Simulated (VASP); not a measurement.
# KMgF3 (P4/mmm) in VASP: further runs

KMgF3 is run at these levels: PBE; tasks: single point.

Program: VASP 6.6.1. These are calculated values, not measurements. Logs are shortened: lines on timing, memory, paths and dates and some standing lists are left out, and cuts for length are marked.

## (1) The cell of the first run

The structure is tetragonal, space group P4/mmm (No. 123). The conventional cell has a = 3.551 Å, b = 3.551 Å, c = 5.021 Å, α = 90.00°, β = 90.00°, γ = 90.00°. K (site symmetry 4/mmm) has 12 F at 2.51 to 3.08 Å within 3.3 Å. Mg (site symmetry 4/mmm) has 4 F at 1.78 Å within 2.4 Å. Within 2.4 Å of F (site symmetry mmm) lie 2 Mg at 1.78 Å. F (site symmetry 4/mmm) has 2 Mg at 2.51 Å and 4 K at 2.51 Å and 8 F at 3.08 Å within 3.3 Å.

## (2) Single point, PBE

Input file INCAR:

```
  ALGO = Normal
  EDIFF = 1E-6
  ENCUT = 520
  GGA = PE
  ISIF = 2
  ISMEAR = 0
  LASPH = T
  LCHARG = F
  LREAL = F
  LWAVE = F
  NBANDS = 24
  NELM = 80
  PREC = Accurate
  SIGMA = 0.05
```

Input file KPOINTS:

```
k-points
0
Gamma
  6 6 6
```

Input file POSCAR:

```
KMgF3
1.0
    3.5512119675      0.0000000000      0.0000000000
    0.0000000000      3.5512119675      0.0000000000
    0.0000000000      0.0000000000      5.0214137220
K Mg F
1 1 3
Direct
    0.5000000000      0.5000000000      0.5000000000
    0.0000000000      0.0000000000      0.0000000000
    0.5000000000      0.0000000000      0.0000000000
    0.0000000000      0.5000000000      0.0000000000
    0.0000000000      0.0000000000      0.5000000000
```

Potentials or basis: VASP PAW PBE potentials, release 64 (K_sv, Mg, F).

Started as:

```console
cat potpaw_PBE.64/K_sv/POTCAR potpaw_PBE.64/Mg/POTCAR potpaw_PBE.64/F/POTCAR > POTCAR
mpirun -np 1 vasp_std > vasp.out
```

OUTCAR:

```text
EDIFF = 1E-6
   ENCUT = 520
   GGA = PE
   ISIF = 2
   ISMEAR = 0
   LASPH = T
   LREAL = F
   NELM = 80
   PREC = Accurate

 ion  position               nearest neighbor table
   1  0.500  0.500  0.500-   5 2.51   5 2.51   5 2.51   5 2.51   2 3.55   2 3.55   2 3.55   2 3.55
                             2 3.55   2 3.55   2 3.55   2 3.55
   2  0.000  0.000  0.000-   3 1.78   4 1.78   4 1.78   3 1.78   5 2.51   5 2.51   1 3.55   1 3.55
                             1 3.55   1 3.55   1 3.55   1 3.55   1 3.55   1 3.55
   3  0.500  0.000  0.000-   2 1.78   2 1.78
   4  0.000  0.500  0.000-   2 1.78   2 1.78
   5  0.000  0.000  0.500-   2 2.51   2 2.51   1 2.51   1 2.51   1 2.51   1 2.51

  LATTYP: Found a simple tetragonal cell.
 ALAT       =     3.5512119675
 C/A-ratio  =     1.4140000000

  Lattice vectors:

 A1 = (   3.5512119675,   0.0000000000,   0.0000000000)
 A2 = (   0.0000000000,   3.5512119675,   0.0000000000)
 A3 = (   0.0000000000,   0.0000000000,   5.0214137220)

Analysis of symmetry for initial positions (statically):
=====================================================================
 Subroutine PRICEL returns:
 Original cell was already a primitive cell.

 Routine SETGRP: Setting up the symmetry group for a
 simple tetragonal supercell.

 Subroutine GETGRP returns: Found 16 space group operations
 (whereof 16 operations were pure point group operations)
 out of a pool of 16 trial point group operations.

The static configuration has the point symmetry D_4h.

Analysis of symmetry for dynamics (positions and initial velocities):
=====================================================================
 Subroutine PRICEL returns:
 Original cell was already a primitive cell.

 Routine SETGRP: Setting up the symmetry group for a
 simple tetragonal supercell.

 Subroutine GETGRP returns: Found 16 space group operations
 (whereof 16 operations were pure point group operations)
 out of a pool of 16 trial point group operations.

The dynamic configuration has the point symmetry D_4h.

 Subroutine INISYM returns: Found 16 space group operations
 (whereof 16 operations are pure point group operations),
 and found     1 'primitive' translations

----------------------------------------------------------------------------------------

                                     Primitive cell

  volume of cell :      63.3256

  direct lattice vectors                    reciprocal lattice vectors
     3.551211968  0.000000000  0.000000000     0.281594005  0.000000000  0.000000000
     0.000000000  3.551211968  0.000000000     0.000000000  0.281594005  0.000000000
     0.000000000  0.000000000  5.021413722     0.000000000  0.000000000  0.199147104

  length of vectors
     3.551211968  3.551211968  5.021413722     0.281594005  0.281594005  0.199147104

  position of ions in fractional coordinates (direct lattice)
     0.500000000  0.500000000  0.500000000
     0.000000000  0.000000000  0.000000000
     0.500000000  0.000000000  0.000000000
     0.000000000  0.500000000  0.000000000
     0.000000000  0.000000000  0.500000000

  ion indices of the primitive-cell ions
   primitive index   ion index
                 1           1
                 2           2
                 3           3
                 4           4
                 5           5

----------------------------------------------------------------------------------------

 KPOINTS: k-points

Automatic generation of k-mesh.
 Grid dimensions read from file:
 generate k-points for:    6    6    6

 Generating k-lattice:

  Cartesian coordinates                     Fractional coordinates (reciprocal lattice)
     0.046932334  0.000000000  0.000000000     0.166666667  0.000000000  0.000000000
     0.000000000  0.046932334  0.000000000     0.000000000  0.166666667  0.000000000
     0.000000000  0.000000000  0.033191184     0.000000000  0.000000000  0.166666667

  Length of vectors
     0.046932334  0.046932334  0.033191184

  Shift w.r.t. Gamma in fractional coordinates (k-lattice)
     0.000000000  0.000000000  0.000000000

 Subroutine IBZKPT returns following result:
 ===========================================

 Found     40 irreducible k-points:

 Following reciprocal coordinates:
            Coordinates               Weight
  0.000000  0.000000  0.000000      1.000000
  0.166667  0.000000  0.000000      4.000000
  0.333333  0.000000  0.000000      4.000000
  0.500000  0.000000  0.000000      2.000000
  0.166667  0.166667  0.000000      4.000000
  0.333333  0.166667  0.000000      8.000000
[... 16 lines left out ...]
  0.333333  0.000000  0.333333      8.000000
  0.500000  0.000000  0.333333      4.000000
 [... further k-points ...]
   k-points           NKPTS =     40   k-points in BZ     NKDIM =     40   number of bands    NBANDS=     24
   number of dos      NEDOS =    301   number of ions     NIONS =      5
   total plane-waves  NPLWV =  31360
   dimension x,y,z NGX =    28 NGY =   28 NGZ =   40
   dimension x,y,z NGXF=    56 NGYF=   56 NGZF=   80
   ions per type =               1   1   3
   NGX,Y,Z   is equivalent  to a cutoff of  13.11, 13.11, 13.24 a.u.
   NGXF,Y,Z  is equivalent  to a cutoff of  26.22, 26.22, 26.49 a.u.
 SYSTEM =  unknown system
   PREC   = accura    normal or accurate (medium, high low for compatibility)
   ISTART =      0    job   : 0-new  1-cont  2-samecut
   ICHARG =      2    charge: 1-file 2-atom 10-const
   ISPIN  =      1    spin polarized calculation?
   LNONCOLLINEAR =      F non collinear calculations
   LSORBIT =      F    spin-orbit coupling
   LASPH  =      T    aspherical Exc in radial PAW
   ENCUT  =  520.0 eV  38.22 Ry    6.18 a.u.   6.60  6.60  9.34*2*pi/ulx,y,z
   NELM   =     80;   NELMIN=  2; NELMDL= -5     # of ELM steps
   EDIFF  = 0.1E-05   stopping-criterion for ELM
   LREAL  =      F    real-space projection
   EDIFFG = 0.1E-04   stopping-criterion for IOM
   NSW    =      0    number of steps for IOM
   IBRION =     -1    ionic relax: 0-MD 1-quasi-New 2-CG
   NFREE  =      0    steps in history (QN), initial steepest desc. (CG)
   ISIF   =      2    stress and relaxation
   ISYM   =      2    0-nonsym 1-usesym 2-fastsym
   POTIM  = 0.5000    time-step for ionic-motion
   TEBEG  =    0.0;   TEEND  =   0.0 temperature during run
   PSTRESS=    0.0 pullay stress
   NELECT =      32.0000    total number of electrons
   NUPDOWN=      -1.0000    fix difference up-down
   EMIN   =  10.00;   EMAX   =-10.00  energy-range for DOS
   EFERMI =   0.00;   METHOD = LEGACY
   ISMEAR =     0;   SIGMA  =   0.05  broadening in eV -4-tet -1-fermi 0-gaus
   EFERMI_NEDOS =   21; number of points for ismear=-14 and -15
   IALGO  =     38    algorithm
   IMIX   =      4    mixing-type and parameters
     AMIX     =   0.40;   BMIX     =  1.00
     AMIX_MAG =   1.60;   BMIX_MAG =  1.00
  volume/ion in A,a.u.               =      12.67        85.47
  Fermi-wavevector in a.u.,A,eV,Ry     =   1.303962  2.464132 23.134232  1.700318
  Thomas-Fermi vector in A             =   2.434930
   LORBIT       =      0    0 simple, 1 ext, 2 COOP (PROOUT), +10 PAW based schemes
   GGA     = PE    functional components
   LHFCALC =     F    Hartree Fock is set to
   AEXX    =    0.0000 exact exchange contribution
   IVDW    =     0    specifies the selected vdW correction
   LEPSILON=     F    determine dielectric tensor
   LRPA    =     F    only Hartree local field effects (RPA)
 non-spin polarized calculation
 Gauss-broadening in eV      SIGMA  =   0.05
  energy-cutoff  :      520.00
  volume of cell :       63.33
 maximum number of plane-waves:      1727
 NGX is ok and might be reduce to    28

 number of electron      32.0000040 magnetization

 Free energy of the ion-electron system (eV)
  ---------------------------------------------------
  ext. energy  EPLUGINS =         0.00000000
  ---------------------------------------------------
  free energy    TOTEN  =       -22.93966042 eV

  energy without entropy =      -22.93966042  energy(sigma->0) =      -22.93966042

 E-fermi :  -1.0006     XC(G=0):  -9.5952

 val. band max:       -1.2404572706   @ k =   0.5000   0.5000   0.5000
 cond. band min:       5.4060591972   @ k =   0.0000   0.0000   0.0000
 fundamental gap:      6.6465164678
 Fermi energy:        -1.0005660112

 k-point     1 :       0.0000    0.0000    0.0000
  band No.  band energies     occupation
      1     -27.1936      2.00000
      2     -22.4348      2.00000
      3     -21.4377      2.00000
      4     -20.4570      2.00000
      5     -10.8407      2.00000
      6     -10.5315      2.00000
[... 16 lines left out ...]
     23      12.1858      0.00000
     24      13.2481      0.00000

 k-point     2 :       0.1667    0.0000    0.0000
  band No.  band energies     occupation
      1     -27.1721      2.00000
      2     -22.3555      2.00000
      3     -21.4864      2.00000
      4     -20.4909      2.00000
      5     -10.8114      2.00000
      6     -10.5514      2.00000
[... 16 lines left out ...]
     23      12.3811      0.00000
     24      13.0886      0.00000

 k-point     3 :       0.3333    0.0000    0.0000
  band No.  band energies     occupation
      1     -27.1284      2.00000
      2     -22.1498      2.00000
      3     -21.6314      2.00000
      4     -20.5586      2.00000
      5     -10.7516      2.00000
      6     -10.5872      2.00000
[... 16 lines left out ...]
     23      12.7561      0.00000
     24      13.1682      0.00000

 k-point     4 :       0.5000    0.0000    0.0000
  band No.  band energies     occupation
      1     -27.1062      2.00000
      2     -21.9491      2.00000
      3     -21.8018      2.00000
      4     -20.5924      2.00000
      5     -10.7211      2.00000
      6     -10.6033      2.00000
[... 16 lines left out ...]
     23      12.9349      0.00000
     24      14.7069      0.00000

 k-point     5 :       0.1667    0.1667    0.0000
  band No.  band energies     occupation
      1     -27.1527      2.00000
      2     -22.2817      2.00000
      3     -21.5251      2.00000
      4     -20.5117      2.00000
      5     -10.7841      2.00000
      6     -10.6509      2.00000
[... 16 lines left out ...]
     23      12.4858      0.00000
     24      13.0973      0.00000

 k-point     6 :       0.3333    0.1667    0.0000
  band No.  band energies     occupation
      1     -27.1134      2.00000
      2     -22.0923      2.00000
      3     -21.6439      2.00000
      4     -20.5530      2.00000
      5     -10.7285      2.00000
      6     -10.7153      2.00000
[... 16 lines left out ...]
     23      13.0550      0.00000
     24      13.2626      0.00000
[... 379 lines left out ...]
 k-point    21 :       0.0000    0.0000    0.3333
  band No.  band energies     occupation
      1     -27.1898      2.00000
      2     -22.4425      2.00000
      3     -21.4370      2.00000
      4     -20.4645      2.00000
      5     -10.7711      2.00000
      6     -10.5265      2.00000
[... 16 lines left out ...]
     23      12.2461      0.00000
     24      13.9446      0.00000

 k-point    22 :       0.1667    0.0000    0.3333
  band No.  band energies     occupation
      1     -27.1687      2.00000
      2     -22.3608      2.00000
      3     -21.4860      2.00000
      4     -20.4984      2.00000
      5     -10.7553      2.00000
      6     -10.5523      2.00000
[... 16 lines left out ...]
     23      12.4068      0.00000
     24      13.5979      0.00000

 k-point    23 :       0.3333    0.0000    0.3333
  band No.  band energies     occupation
      1     -27.1260      2.00000
      2     -22.1497      2.00000
      3     -21.6310      2.00000
      4     -20.5668      2.00000
      5     -10.7230      2.00000
      6     -10.5999      2.00000
[... 16 lines left out ...]
     23      12.6932      0.00000
     24      13.3085      0.00000

 k-point    24 :       0.5000    0.0000    0.3333
  band No.  band energies     occupation
      1     -27.1043      2.00000
      2     -21.9402      2.00000
      3     -21.8077      2.00000
      4     -20.6017      2.00000
      5     -10.7062      2.00000
      6     -10.6221      2.00000
[... 16 lines left out ...]
     23      12.8166      0.00000
     24      14.1374      0.00000

 [... further k-points ...]
[... 5 lines left out ...]
  --------------------------------------------------------------------------------------
  -------------------------------------------------------------------------------------
  Total       11.3615341     11.3615341     -1.9238672      0.0000000      0.0000000      0.0000000
  in kB      287.4540030    287.4540030    -48.6750587      0.0000000      0.0000000      0.0000000
  external PRESSURE =     175.4109825 kB  Pullay stress =       0.0000000 kB

 VOLUME and BASIS-vectors are now :
 -----------------------------------------------------------------------------
  energy-cutoff  :      520.00
  volume of cell :       63.33
      direct lattice vectors                 reciprocal lattice vectors
     3.551211968  0.000000000  0.000000000     0.281594005  0.000000000  0.000000000
     0.000000000  3.551211968  0.000000000     0.000000000  0.281594005  0.000000000
     0.000000000  0.000000000  5.021413722     0.000000000  0.000000000  0.199147104

 POSITION                                       TOTAL-FORCE (eV/Angst)
 -----------------------------------------------------------------------------------
      1.77561      1.77561      2.51071         0.000000      0.000000      0.000000
      0.00000      0.00000      0.00000         0.000000      0.000000      0.000000
      1.77561      0.00000      0.00000         0.000000      0.000000      0.000000
      0.00000      1.77561      0.00000         0.000000      0.000000      0.000000
      0.00000      0.00000      2.51071         0.000000      0.000000      0.000000
 -----------------------------------------------------------------------------------
    total drift:                                0.000000      0.000000     -0.000000

  FREE ENERGIE OF THE ION-ELECTRON SYSTEM (eV)
  ---------------------------------------------------
  free  energy   TOTEN  =       -22.9396604223 eV

  energy  without entropy=      -22.9396604223  energy(sigma->0) =      -22.93966042
```

It used 33 s of CPU time on 1 thread of Intel(R) Xeon(R) Platinum 8488C (Sapphire Rapids) (shared host).

Results:

| Item | Value |
| --- | --- |
| Free energy | -22.9397 eV |
| Pressure | 17.5 GPa |
| Band gap on the k mesh | 6.65 eV, indirect (least direct gap 6.99 eV) |

 A k mesh can miss the band edges.

## (3) Single point, PBE

This run uses another cell than the first one, of the same volume but with other edges.

Input file INCAR:

```
PREC = Accurate ; ENCUT = 520
EDIFF = 1E-6 ; ISMEAR = 0
SIGMA = 0.05 ; LREAL = F
LASPH = T ; NELM = 80
ALGO = Normal ; ISIF = 2
LWAVE = F ; LCHARG = T
GGA = PE ; LELF = T
LVHAR = T ; NBANDS = 24
```

Input file KPOINTS:

```
Automatic mesh
0
Gamma
  6 6 6
```

Changes to POSCAR since step 2:

```diff
@@ -2,5 +2,5 @@
 1.0
-    3.5512119675      0.0000000000      0.0000000000
-    0.0000000000      3.5512119675      0.0000000000
-    0.0000000000      0.0000000000      5.0214137220
+    4.2077838605      0.0000000000      0.0000000000
+    0.0000000000      4.2077838605      0.0000000000
+    0.0000000000      0.0000000000      3.5766162814
 K Mg F
```

Potentials or basis: VASP PAW PBE potentials, release 64 (K_sv, Mg, F).

Started as:

```console
cat potpaw_PBE.64/K_sv/POTCAR potpaw_PBE.64/Mg/POTCAR potpaw_PBE.64/F/POTCAR > POTCAR
mpirun -np 1 vasp_std > vasp.out
```

It used 30 s of CPU time on 1 thread of Intel(R) Xeon(R) Platinum 8488C (Sapphire Rapids), with other jobs on the host.

The run converged. Its results:

```
Free energy            : -23.9760 eV
Pressure               : 6.8 GPa
Band gap on the k mesh : 7.24 eV, indirect (least direct gap 7.46 eV)
```

Stress tensor (GPa, compression positive):
```
-0.79  0.00  0.00
 0.00 -0.79  0.00
 0.00  0.00 22.06
```

Levels at points of the mesh, in eV from the valence-band top:
```csv
k point,band 14,band 15,band 16,band 17,band 18,band 19
"(0.00, 0.00, 0.00)",-0.27,-0.27,-0.23,7.24,9.75,10.48
"(0.50, 0.00, 0.00)",-0.51,-0.47,-0.39,9.80,10.23,10.77
"(0.50, 0.50, 0.00)",-0.62,-0.62,-0.12,10.72,11.01,12.17
"(0.00, 0.00, 0.50)",-0.82,-0.50,-0.50,10.61,10.62,11.95
"(0.50, 0.00, 0.50)",-0.68,-0.64,-0.07,10.77,12.07,12.43
"(0.50, 0.50, 0.50)",-0.06,0.00,0.00,10.28,10.28,10.46
```

[end of part 1 of 2]
